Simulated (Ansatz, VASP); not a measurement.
**Ta12F in VASP and in Ansatz**

Contents of INCAR:

```
  ALGO = Normal
  DIPOL = 0.5 0.5 0.307
  EDIFF = 1E-6
  ENCUT = 520
  GGA_COMPAT = False
  IDIPOL = 3
  ISIF = 2
  ISMEAR = 0
  ISPIN = 2
  KPAR = 4
  LASPH = True
  LCHARG = True
  LDIPOL = True
  LMAXMIX = 4
  LORBIT = 11
  LREAL = False
  LVACPOTAV = True
  LVHAR = True
  LWAVE = False
  MAGMOM = 0 0 0 0 0 0 0 0 0 0 0 0 1
  NBANDS = 86
  NELM = 200
  NELMDL = -8
  PREC = Accurate
  SIGMA = 0.1
```

Contents of KPOINTS:

```
k-points
0
Gamma
  5 5 1
```

POSCAR

```
Ta12F
1.0
    5.6341016702      0.0000000000      0.0000000000
   -1.8780338901      5.3118819959      0.0000000000
    0.0000000000      0.0000000000     21.4444204585
Ta F
12 1
Direct
    0.2500000000      0.2500000000      0.1865287060
    0.2500000000      0.7500000000      0.1865287060
    0.7500000000      0.2500000000      0.1865287060
    0.7500000000      0.7500000000      0.1865287060
    0.0000000000      0.0000000000      0.2901575821
    0.0000000000      0.5000000000      0.2901575821
    0.5000000000      0.0000000000      0.2901575821
    0.5000000000      0.5000000000      0.2901575821
    0.2500000000      0.2500000000      0.3937817054
    0.2500000000      0.7500000000      0.3937817054
    0.7500000000      0.2500000000      0.3937817054
    0.7500000000      0.7500000000      0.3937817054
    0.4166666667      0.4166666667      0.5070978943
```

Input for Ansatz:

```yaml
crystal:
  lattice:
    - [5.6341016702, 0.0, 0.0]
    - [-1.8780338901, 5.3118819959, 0.0]
    - [0.0, 0.0, 21.4444204585]
  atoms:
    - { symbol: Ta, position: [0.25, 0.25, 0.186528706] }
    - { symbol: Ta, position: [0.25, 0.75, 0.186528706] }
    - { symbol: Ta, position: [0.75, 0.25, 0.186528706] }
    - { symbol: Ta, position: [0.75, 0.75, 0.186528706] }
    - { symbol: Ta, position: [0.0, 0.0, 0.2901575821] }
    - { symbol: Ta, position: [0.0, 0.5, 0.2901575821] }
    - { symbol: Ta, position: [0.5, 0.0, 0.2901575821] }
    - { symbol: Ta, position: [0.5, 0.5, 0.2901575821] }
    - { symbol: Ta, position: [0.25, 0.25, 0.3937817054] }
    - { symbol: Ta, position: [0.25, 0.75, 0.3937817054] }
    - { symbol: Ta, position: [0.75, 0.25, 0.3937817054] }
    - { symbol: Ta, position: [0.75, 0.75, 0.3937817054] }
    - { symbol: F, position: [0.4166666667, 0.4166666667, 0.5070978943], spin: 1.0 }
basis:
  ecutwfc: 420
kpoints:
  mp_grid: { grid: [5, 5, 1] }
hamiltonian:
  xc: lda
  pseudopotentials: { kind: paw, azcp: { folder: soft_1 } }
scf:
  occupations: { method: gaussian, width: 0.1 }
output:
  forces: true
  eigenvalues: true
  populations: true
magnetization:
  spin_polarized: true
efield:
  axis: 3
  dipole_correction: true
  ramp_width: 0.04
```

Alike in both runs: task single point; functional LDA; k mesh 5 × 5 × 1; occupations gaussian, width 0.1 eV; collinear spin.

|  | VASP | Ansatz |
| --- | --- | --- |
| version | VASP 6.6.1 | Ansatz 0.2.0 |
| potentials or method | VASP PAW LDA potentials, release 64 (Ta_pv, F), cutoff 520 eV | scalar-relativistic, plane waves, PAW |
| valence electrons in the cell | 139 | 163 |

```csv
,VASP,Ansatz,Ansatz less VASP
gap on the k mesh at the Fermi level (eV),none,none,-
rms of the force components (eV/Å),0.637,0.635,-0.0026
net moment per atom (μB),0.00,0.00,0.000
"work function, face that differs most (eV)",7.03,7.02,-0.005
```

Ansatz warns that its potentials were made for another functional, while VASP's fit it. LDA's correlation is that of Perdew and Zunger in VASP and of Perdew and Wang (1992) in Ansatz. Atom by atom the forces differ by 0.020 eV/Å (rms over components). A gap of «none» marks a metal or a gap that the smearing closes. VASP's potentials hold 139 valence electrons a cell and Ansatz's 163, so a difference there can come from the potentials and not from the codes. Ansatz's warnings: seeded moment not kept.

Spin-orbit coupling is off throughout.
